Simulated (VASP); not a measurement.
# H (Pm-3m) in VASP: single point with PBE

Aim: the single point of H with PBE.

All numbers are computed with VASP 6.6.1; they aren't measurements. Logs are shortened: lines on timing, memory, paths and dates and some standing lists are left out, and cuts for length are marked.

## 1. The cell of the first run

Symmetry: Pm-3m, No. 221, cubic system. Conventional cell: a = 3.000 Å, b = 3.000 Å, c = 3.000 Å, α = 90.00°, β = 90.00°, γ = 90.00°. Within 3.9 Å of H (site symmetry m-3m) lie 6 H at 3.00 Å.

## 2. Single point, PBE, collinear spin, ferromagnetic start

Input file INCAR:

```
SYSTEM = H
PREC = Accurate
ENCUT = 500
EDIFF = 1E-6
ISMEAR = -1
SIGMA = 0.05
LREAL = .FALSE.
LASPH = .TRUE.
NELM = 200
ALGO = Normal
ISIF = 2
LWAVE = .FALSE.
LCHARG = .TRUE.
ISPIN = 2
MAGMOM = 1
LORBIT = 11
GGA = PE
LELF = .TRUE.
LVHAR = .TRUE.
NBANDS = 10
GGA_COMPAT = .FALSE.
```

Input file KPOINTS:

```
Automatic mesh
0
G
  6 6 6
  0 0 0
```

Input file POSCAR:

```
H
1.0
    3.0000000000      0.0000000000      0.0000000000
    0.0000000000      3.0000000000      0.0000000000
    0.0000000000      0.0000000000      3.0000000000
H
1
Direct
    0.0000000000      0.0000000000      0.0000000000
```

Potentials or basis: VASP PAW PBE potentials, release 64 (H).

Run with:

```console
> cat potpaw_PBE.64/H/POTCAR > POTCAR
> mpirun -np 1 vasp_std > vasp.out
```

OUTCAR:

```text
SYSTEM = H
   PREC = Accurate
   ENCUT = 500
   EDIFF = 1E-6
   ISMEAR = -1
   LREAL = .FALSE.
   LASPH = .TRUE.
   NELM = 200
   ISIF = 2
   ISPIN = 2
   LORBIT = 11
   GGA = PE

 ion  position               nearest neighbor table
   1  0.000  0.000  0.000-

  LATTYP: Found a simple cubic cell.
 ALAT       =     3.0000000000

  Lattice vectors:

 A1 = (   3.0000000000,   0.0000000000,   0.0000000000)
 A2 = (   0.0000000000,   3.0000000000,   0.0000000000)
 A3 = (   0.0000000000,   0.0000000000,   3.0000000000)

Analysis of symmetry for initial positions (statically):
=====================================================================
 Subroutine PRICEL returns:
 Original cell was already a primitive cell.

 Routine SETGRP: Setting up the symmetry group for a
 simple cubic supercell.

 Subroutine GETGRP returns: Found 48 space group operations
 (whereof 48 operations were pure point group operations)
 out of a pool of 48 trial point group operations.

The static configuration has the point symmetry O_h .

Analysis of symmetry for dynamics (positions and initial velocities):
=====================================================================
 Subroutine PRICEL returns:
 Original cell was already a primitive cell.

 Routine SETGRP: Setting up the symmetry group for a
 simple cubic supercell.

 Subroutine GETGRP returns: Found 48 space group operations
 (whereof 48 operations were pure point group operations)
 out of a pool of 48 trial point group operations.

The dynamic configuration has the point symmetry O_h .

Analysis of structural, dynamic, and magnetic symmetry:
=====================================================================
 Subroutine PRICEL returns:
 Original cell was already a primitive cell.

 Routine SETGRP: Setting up the symmetry group for a
 simple cubic supercell.

 Subroutine GETGRP returns: Found 48 space group operations
 (whereof 48 operations were pure point group operations)
 out of a pool of 48 trial point group operations.

The overall configuration has the point symmetry O_h .

 Subroutine INISYM returns: Found 48 space group operations
 (whereof 48 operations are pure point group operations),
 and found     1 'primitive' translations

----------------------------------------------------------------------------------------

                                     Primitive cell

  volume of cell :      27.0000

  direct lattice vectors                    reciprocal lattice vectors
     3.000000000  0.000000000  0.000000000     0.333333333  0.000000000  0.000000000
     0.000000000  3.000000000  0.000000000     0.000000000  0.333333333  0.000000000
     0.000000000  0.000000000  3.000000000     0.000000000  0.000000000  0.333333333

  length of vectors
     3.000000000  3.000000000  3.000000000     0.333333333  0.333333333  0.333333333

  position of ions in fractional coordinates (direct lattice)
     0.000000000  0.000000000  0.000000000

  ion indices of the primitive-cell ions
   primitive index   ion index
                 1           1

----------------------------------------------------------------------------------------

 KPOINTS: Automatic mesh

Automatic generation of k-mesh.
 Grid dimensions read from file:
 generate k-points for:    6    6    6

 Generating k-lattice:

  Cartesian coordinates                     Fractional coordinates (reciprocal lattice)
     0.055555556  0.000000000  0.000000000     0.166666667  0.000000000  0.000000000
     0.000000000  0.055555556  0.000000000     0.000000000  0.166666667  0.000000000
     0.000000000  0.000000000  0.055555556     0.000000000  0.000000000  0.166666667

  Length of vectors
     0.055555556  0.055555556  0.055555556

  Shift w.r.t. Gamma in fractional coordinates (k-lattice)
     0.000000000  0.000000000  0.000000000

 Subroutine IBZKPT returns following result:
 ===========================================

 Found     20 irreducible k-points:

 Following reciprocal coordinates:
            Coordinates               Weight
  0.000000  0.000000  0.000000      1.000000
  0.166667  0.000000  0.000000      6.000000
  0.333333  0.000000  0.000000      6.000000
  0.500000  0.000000  0.000000      3.000000
  0.166667  0.166667  0.000000     12.000000
  0.333333  0.166667  0.000000     24.000000
[... 12 lines left out ...]
  0.500000  0.500000  0.333333      6.000000
  0.500000  0.500000  0.500000      1.000000
   k-points           NKPTS =     20   k-points in BZ     NKDIM =     20   number of bands    NBANDS=     10
   number of dos      NEDOS =    301   number of ions     NIONS =      1
   total plane-waves  NPLWV =  13824
   dimension x,y,z NGX =    24 NGY =   24 NGZ =   24
   dimension x,y,z NGXF=    48 NGYF=   48 NGZF=   48
   ions per type =               1
   NGX,Y,Z   is equivalent  to a cutoff of  13.30, 13.30, 13.30 a.u.
   NGXF,Y,Z  is equivalent  to a cutoff of  26.60, 26.60, 26.60 a.u.
 SYSTEM =  H
   PREC   = accura    normal or accurate (medium, high low for compatibility)
   ISTART =      0    job   : 0-new  1-cont  2-samecut
   ICHARG =      2    charge: 1-file 2-atom 10-const
   ISPIN  =      2    spin polarized calculation?
   LNONCOLLINEAR =      F non collinear calculations
   LSORBIT =      F    spin-orbit coupling
   LASPH  =      T    aspherical Exc in radial PAW
   ENCUT  =  500.0 eV  36.75 Ry    6.06 a.u.   5.47  5.47  5.47*2*pi/ulx,y,z
   NELM   =    200;   NELMIN=  2; NELMDL= -5     # of ELM steps
   EDIFF  = 0.1E-05   stopping-criterion for ELM
   LREAL  =      F    real-space projection
   EDIFFG = 0.1E-04   stopping-criterion for IOM
   NSW    =      0    number of steps for IOM
   IBRION =     -1    ionic relax: 0-MD 1-quasi-New 2-CG
   NFREE  =      0    steps in history (QN), initial steepest desc. (CG)
   ISIF   =      2    stress and relaxation
   ISYM   =      2    0-nonsym 1-usesym 2-fastsym
   POTIM  = 0.5000    time-step for ionic-motion
   TEBEG  =    0.0;   TEEND  =   0.0 temperature during run
   PSTRESS=    0.0 pullay stress
   NELECT =       1.0000    total number of electrons
   NUPDOWN=      -1.0000    fix difference up-down
   EMIN   =  10.00;   EMAX   =-10.00  energy-range for DOS
   EFERMI =   0.00;   METHOD = LEGACY
   ISMEAR =    -1;   SIGMA  =   0.05  broadening in eV -4-tet -1-fermi 0-gaus
   EFERMI_NEDOS =   21; number of points for ismear=-14 and -15
   IALGO  =     38    algorithm
   IMIX   =      4    mixing-type and parameters
     AMIX     =   0.40;   BMIX     =  1.00
     AMIX_MAG =   1.60;   BMIX_MAG =  1.00
  volume/ion in A,a.u.               =      27.00       182.20
  Fermi-wavevector in a.u.,A,eV,Ry     =   0.545700  1.031223  4.051651  0.297788
  Thomas-Fermi vector in A             =   1.575182
   LORBIT       =     11    0 simple, 1 ext, 2 COOP (PROOUT), +10 PAW based schemes
   GGA     = PE    functional components
   LHFCALC =     F    Hartree Fock is set to
   AEXX    =    0.0000 exact exchange contribution
   IVDW    =     0    specifies the selected vdW correction
   LEPSILON=     F    determine dielectric tensor
   LRPA    =     F    only Hartree local field effects (RPA)
 spin polarized calculation
  energy-cutoff  :      500.00
  volume of cell :       27.00
 maximum number of plane-waves:       700
 NGX is ok and might be reduce to    24
   NGX = 11   NGY = 11   NGZ = 11

 number of electron       1.0000001 magnetization       1.0000001

 Free energy of the ion-electron system (eV)
  ---------------------------------------------------
  ext. energy  EPLUGINS =         0.00000000
  ---------------------------------------------------
  free energy    TOTEN  =        -1.07119172 eV

  energy without entropy =       -1.07119172  energy(sigma->0) =       -1.07119172

 E-fermi :  -4.0671     XC(G=0):   2.4739

 val. band max:       -5.1117714044   @ k =   0.5000   0.5000   0.5000
 cond. band min:       0.8908575042   @ k =   0.5000   0.0000   0.0000
 fundamental gap:      6.0026289085
 Fermi energy:        -4.0670696617

 spin component 1

 k-point     1 :       0.0000    0.0000    0.0000
  band No.  band energies     occupation
      1      -8.3111      1.00000
      2       4.8790      0.00000
      3      11.5142      0.00000
      4      11.5142      0.00000
      5      11.5142      0.00000
      6      13.2900      0.00000
      7      13.2900      0.00000
      8      23.9182      0.00000
      9      27.4786      0.00000
     10      27.4786      0.00000

 k-point     2 :       0.1667    0.0000    0.0000
  band No.  band energies     occupation
      1      -8.0360      1.00000
      2       4.0197      0.00000
      3       9.2628      0.00000
      4      11.9345      0.00000
      5      11.9345      0.00000
      6      13.7387      0.00000
      7      17.7018      0.00000
      8      21.3892      0.00000
      9      23.5674      0.00000
     10      23.5674      0.00000
[... 222 lines left out ...]
 k-point    20 :       0.5000    0.5000    0.5000
  band No.  band energies     occupation
      1      -5.1118      1.00000
      2       7.0472      0.00000
      3       7.0472      0.00000
      4       7.0472      0.00000
      5       9.7946      0.00000
      6       9.7946      0.00000
      7       9.7946      0.00000
      8      11.1406      0.00000
      9      28.4265      0.00000
     10      36.6898      0.00000
 Fermi energy:        -4.0670696617

 spin component 2

 k-point     1 :       0.0000    0.0000    0.0000
  band No.  band energies     occupation
      1       8.1519      0.00000
      2      24.5614      0.00000
      3      24.5614      0.00000
      4      24.5614      0.00000
      5      25.2892      0.00000
      6      25.2892      0.00000
      7      27.4898      0.00000
      8      40.8828      0.00000
      9      40.8837      0.00000
     10      45.4064      0.00000

 k-point     2 :       0.1667    0.0000    0.0000
  band No.  band energies     occupation
      1       8.5788      0.00000
      2      20.1426      0.00000
      3      24.9835      0.00000
      4      24.9835      0.00000
      5      25.7192      0.00000
      6      27.0771      0.00000
      7      31.4731      0.00000
      8      36.5833      0.00000
      9      36.5833      0.00000
     10      39.1665      0.00000
[... 222 lines left out ...]
 k-point    20 :       0.5000    0.5000    0.5000
  band No.  band energies     occupation
      1      17.0539      0.00000
      2      19.3745      0.00000
      3      19.3745      0.00000
      4      19.3745      0.00000
      5      22.7008      0.00000
      6      22.7008      0.00000
      7      22.7008      0.00000
      8      28.4508      0.00000
      9      51.4223      0.00000
     10      51.4393      0.00000

------------------------ aborting loop because EDIFF is reached ----------------------------------------

  FORCE on cell =-STRESS in cart. coord.  units (eV):
  Direction    XX          YY          ZZ          XY          YZ          ZX
  --------------------------------------------------------------------------------------
  -------------------------------------------------------------------------------------
  Total        0.1426680      0.1426680      0.1426680      0.0000000     -0.0000000      0.0000000
  in kB        8.4659056      8.4659056      8.4659056      0.0000000     -0.0000000      0.0000000
  external PRESSURE =       8.4659056 kB  Pullay stress =       0.0000000 kB

 VOLUME and BASIS-vectors are now :
 -----------------------------------------------------------------------------
  energy-cutoff  :      500.00
  volume of cell :       27.00
      direct lattice vectors                 reciprocal lattice vectors
     3.000000000  0.000000000  0.000000000     0.333333333  0.000000000  0.000000000
     0.000000000  3.000000000  0.000000000     0.000000000  0.333333333  0.000000000
     0.000000000  0.000000000  3.000000000     0.000000000  0.000000000  0.333333333

 POSITION                                       TOTAL-FORCE (eV/Angst)
 -----------------------------------------------------------------------------------
      0.00000      0.00000      0.00000         0.000000      0.000000      0.000000
 -----------------------------------------------------------------------------------
    total drift:                                0.000000      0.000000      0.000000

  FREE ENERGIE OF THE ION-ELECTRON SYSTEM (eV)
  ---------------------------------------------------
  free  energy   TOTEN  =        -1.0711917232 eV

  energy  without entropy=       -1.0711917232  energy(sigma->0) =       -1.07119172

 total charge

# of ion       s       p       d       tot
------------------------------------------
    1        0.387   0.000   0.000   0.387

 magnetization (x)

# of ion       s       p       d       tot
------------------------------------------
    1        0.387   0.000   0.000   0.387
```

Run time: 17 s. Hardware: 1 thread of Intel Xeon 8259CL, shared host; peak memory 0.13 GiB.

Results:

```yaml
Free_energy: -1.0712 eV
Pressure: 0.8 GPa
Band_gap_on_the_k_mesh: 6.00 eV, indirect (least direct gap 7.85 eV)
Net_moment: 1.00 μB per cell
Site_moments: H +0.39 μB
Valence_electrons_inside_the_program's_atomic_spheres: H 0.39
```

Levels at points of the mesh, in eV from the valence-band top:
Spin up:
```tsv
k point	band 1	band 2	band 3	band 4	band 5	band 6
(0.00, 0.00, 0.00)	-3.20	9.99	16.63	16.63	16.63	18.40
(0.50, 0.00, 0.00)	-1.85	6.00	14.16	19.31	19.31	21.64
(0.50, 0.50, 0.00)	-0.82	9.19	9.19	11.36	19.30	21.69
(0.50, 0.50, 0.50)	0.00	12.16	12.16	12.16	14.91	14.91
```
Spin down:
```tsv
k point	band 1	band 2	band 3	band 4
(0.00, 0.00, 0.00)	13.26	29.67	29.67	29.67
(0.50, 0.00, 0.00)	16.05	19.26	32.39	32.39
(0.50, 0.50, 0.00)	19.03	21.74	21.74	25.82
(0.50, 0.50, 0.50)	22.17	24.49	24.49	24.49
```
